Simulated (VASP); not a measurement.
Runs of VASP 6.6.1 on CdI2. The structure is that of space group P-3m1 (No. 164), or close to it. The cells are those of the table. 

```tsv
cell	gap on the mesh (eV)	pressure (GPa)	largest force (eV/Å)
a = 4.480, b = 4.480, c = 6.155 Å, angles 90.0, 90.0, 120.0°, 3 atoms	1.59	0.2	0.36
a = 4.111, b = 4.111, c = 7.309 Å, angles 90.0, 90.0, 120.0°, 3 atoms	(b)	0.5	0.08
a = 4.364, b = 4.364, c = 6.488 Å, angles 90.0, 90.0, 120.0°, 3 atoms	2.09	(a)	0.28
a = 3.994, b = 3.994, c = 7.745 Å, angles 90.0, 90.0, 120.0°, 3 atoms	1.68	0.6	0.34
```

Alike in all rows: task single point; level PBE+D3(BJ); potentials or basis VASP PAW PBE potentials, release 64 (Cd, I); no spin polarisation; k mesh 9 × 9 × 6; cutoff (eV) 500; smearing gaussian 0.05 eV.

Problem. Estimate the missing entries.

Solution. (a) 0.3; (b) 2.05.

Caveats: spin-orbit coupling is left out, which moves the levels of the heavy elements.

A k mesh can miss the band edges, and the runs leave out spin-orbit coupling on Cd, I.
